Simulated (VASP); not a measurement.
# Ir: single point with LDA

The system is Ir.

```
Ir
1.0
     0.00000    2.07328    1.76612
     2.07328    0.00000    1.76612
     2.07328    2.07328    0.00000
Ir
1
Direct
  0.00000 0.00000 0.00000
```

This cell differs from its parent crystal: strain +0.080 along x and y, -0.080 along z.

| Property | Result |
| --- | --- |
| Program | VASP 6.6.1 |
| Task | single point |
| Functional | LDA |
| Potentials or basis | VASP PAW LDA potentials, release 64 (Ir_sv_GW) |
| Cutoff | 560 eV |
| k mesh | 22 × 22 × 22 |
| Occupations | gaussian, width 0.15 eV |
| Spin | no spin polarisation |
| Dipole correction | no |
| Further INCAR settings | ALGO = Normal; EDIFF = 1e-06; NBANDS = 14 |

```yaml
Pressure: -25.9 GPa
Band_gap_on_the_k_mesh: zero (an odd number of electrons rules out a gap without spin polarisation)
```

Stress tensor (GPa, compression positive):
```
-38.76   0.00   0.00
  0.00 -38.76   0.00
  0.00   0.00  -0.18
```

Levels at points of the mesh, in eV from the Fermi level:
| k point | band 6 | band 7 | band 8 | band 9 | band 10 | band 11 |
| --- | --- | --- | --- | --- | --- | --- |
| (0.00, 0.00, 0.00) | -3.79 | -3.79 | -2.24 | -2.14 | -0.14 | 14.36 |
| (0.50, 0.00, 0.00) | -4.44 | -2.32 | -0.37 | 0.26 | 1.46 | 6.87 |
| (0.50, 0.50, 0.00) | -6.66 | 0.88 | 1.43 | 1.43 | 4.19 | 9.48 |
| (0.50, 0.00, 0.50) | -6.24 | 0.50 | 0.51 | 0.85 | 1.96 | 8.49 |

Run time: 110 s on 1 thread of Intel(R) Xeon(R) Platinum 8259CL CPU @ 2.50GHz (Skylake/Cascade Lake), with other jobs on the host, peak memory 0.31 GiB.

Caveat: the cell differs from its parent crystal (strain +0.080 along x and y, -0.080 along z); the stress differs along the axes, from -39 to -0 GPa; spin-orbit coupling is left out, which moves the levels of the heavy elements.
